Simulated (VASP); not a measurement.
**Ge3Cl: single point with PBE**

Crystal: Ge3Cl.

```
Ge Cl
1.0
     0.00000    3.42449    3.42449
     3.42449    0.00000    3.42449
     3.42449    3.42449    0.00000
Ge Cl
3 1
Direct
  0.50000 0.50000 0.50000
  0.25000 0.25000 0.25000
  0.75000 0.75000 0.75000
  0.00000 0.00000 0.00000
```

- Program: VASP 6.6.1
- Task: single point
- Functional: PBE
- Potentials or basis: VASP PAW PBE potentials, release 64 (Ge_d, Cl)
- Cutoff: 520 eV
- k mesh: 4 × 4 × 4
- Occupations: gaussian, width 0.1 eV
- Spin: no spin polarisation
- Dipole correction: no
- Further INCAR settings: ALGO = Normal; EDIFF = 1e-06; NBANDS = 32

* Pressure: 0.1 GPa

Levels at points of the mesh, in eV from the Fermi level:
| k point | band 20 | band 21 | band 22 | band 23 | band 24 | band 25 | band 26 | band 27 | band 28 | band 29 |
| --- | --- | --- | --- | --- | --- | --- | --- | --- | --- | --- |
| (0.00, 0.00, 0.00) | -4.44 | -4.44 | -3.84 | -1.50 | -1.50 | -1.50 | -0.67 | -0.67 | -0.67 | 4.66 |
| (0.50, 0.00, 0.00) | -4.79 | -4.79 | -2.64 | -2.39 | -2.39 | 0.04 | 1.52 | 1.52 | 3.63 | 3.84 |
| (0.50, 0.50, 0.00) | -5.84 | -5.84 | -2.28 | -0.76 | -0.76 | 0.60 | 2.80 | 2.80 | 3.20 | 4.21 |

Wall time 22 s on 1 thread of Intel Xeon 6975P-C, with other jobs on the host, peak memory 0.2 GiB.

Caveat: the k points lie up to 0.40 Å⁻¹ apart; an odd number of electrons without spin polarisation forces a metal; a magnetic or distorted state may lie lower.
